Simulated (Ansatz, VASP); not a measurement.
## Al in VASP and in Ansatz

```
Al
1.0
     2.70093    0.00000    0.00000
    -1.35047    2.33907    0.00000
     0.00000    0.00000    9.23124
Al
4
Cartesian
  0.0000 0.0000 0.0000
  0.0000 1.5594 2.3078
  0.0000 0.0000 4.6156
  1.3505 0.7797 6.9234
```

Alike in both runs: task single point; functional PBE; dispersion D3(BJ); k mesh 18 × 18 × 6; occupations gaussian, width 0.15 eV; no spin polarisation.

|  | VASP | Ansatz |
| --- | --- | --- |
| version | VASP 6.6.1 | Ansatz 0.2.0 |
| potentials or method | VASP PAW PBE potentials, release 64 (Al), cutoff 520 eV | scalar-relativistic, plane waves, PAW |
| valence electrons in the cell | 12 | 12 |

|  | VASP | Ansatz | Ansatz less VASP |
| --- | --- | --- | --- |
| gap on the k mesh at the Fermi level (eV) | none | none | - |
| pressure (GPa) | 8.9 | 8.9 | -0.01 |
| traceless stress, the component that is largest in VASP (GPa) | -3.66 | -3.66 | -0.003 |

A gap of «none» marks a metal or a gap that the smearing closes.
